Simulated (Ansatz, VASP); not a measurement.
One calculation of PbS, two programs

File POSCAR:

```
PbS
1.0
    4.0344247261      0.0000000000      0.0000000000
   -2.0172123630      3.4939143025      0.0000000000
    0.0000000000      0.0000000000      3.7369692780
Pb S
1 1
Direct
    0.0000000000      0.0000000000      0.0000000000
    0.6666666667      0.3333333333      0.5000000000
```

Contents of INCAR.step1:

```
SYSTEM = PbS
PREC = Accurate
ENCUT = 520
EDIFF = 1E-5
ISMEAR = -1
SIGMA = 0.05
LREAL = .False.
LASPH = .True.
NELM = 100
ALGO = Normal
ISIF = 2
LWAVE = .True.
GGA = PE
NBANDS = 17
```

The input INCAR.step2:

```
SYSTEM = PbS
PREC = Accurate
ENCUT = 520
EDIFF = 1E-7
ISMEAR = -1
SIGMA = 0.05
LREAL = .False.
LASPH = .True.
NELM = 100
ALGO = Normal
ISIF = 2
LWAVE = .False.
LCHARG = .True.
GGA = PE
LHFCALC = .True.
AEXX = 0.25
PRECFOCK = Normal
LELF = .True.
LVHAR = .True.
ISTART = 1
NBANDS = 17
```

The input KPOINTS:

```
regular mesh
0
Gamma
  4 4 4
  0 0 0
```

The input input.yaml:

```yaml
crystal:
  lattice:
    - [4.0344247261, 0.0, 0.0]
    - [-2.017212363, 3.4939143025, 0.0]
    - [0.0, 0.0, 3.736969278]
  atoms:
    - { symbol: Pb, position: [0.0, 0.0, 0.0] }
    - { symbol: S, position: [0.6666666667, 0.3333333333, 0.5] }
hamiltonian:
  xc: pbe0
  pseudopotentials: { kind: paw }
kpoints:
  mp_grid: { grid: [4, 4, 4] }
scf:
  occupations: { method: fermi_dirac, width: 0.05 }
output:
  forces: true
  stress: true
  eigenvalues: true
  write_density: true
  write_potential: true
  elf: true
  volumetric_format: npy
```

Alike in both runs: task single point; functional PBE0; k mesh 4 × 4 × 4; occupations fermi-dirac, width 0.05 eV; no spin polarisation.

|  | VASP | Ansatz |
| --- | --- | --- |
| version | VASP 6.6.1 | Ansatz 0.2.0 |
| potentials or method | VASP PAW PBE potentials, release 64 (Pb_d, S) | Ansatz PAW |
| plane-wave cutoff (eV) | 520 | 420 |
| valence electrons in the cell | 20 | 20 |

|  | VASP | Ansatz | Ansatz less VASP |
| --- | --- | --- | --- |
| gap on the k mesh at the Fermi level (eV) | 1.09 | 1.03 | -0.057 |
| least direct gap on the mesh (eV) | 1.94 | 1.87 | -0.068 |
| pressure (GPa) | 1.0 | 1.2 | +0.22 |
| traceless stress, the component that is largest in VASP (GPa) | 0.79 | 0.79 | +0.002 |

The functional is the same, so the differences come from potentials, cutoffs and numerics.

The k mesh is coarse, so the values compare programs but aren't converged. Spin-orbit coupling is off throughout.
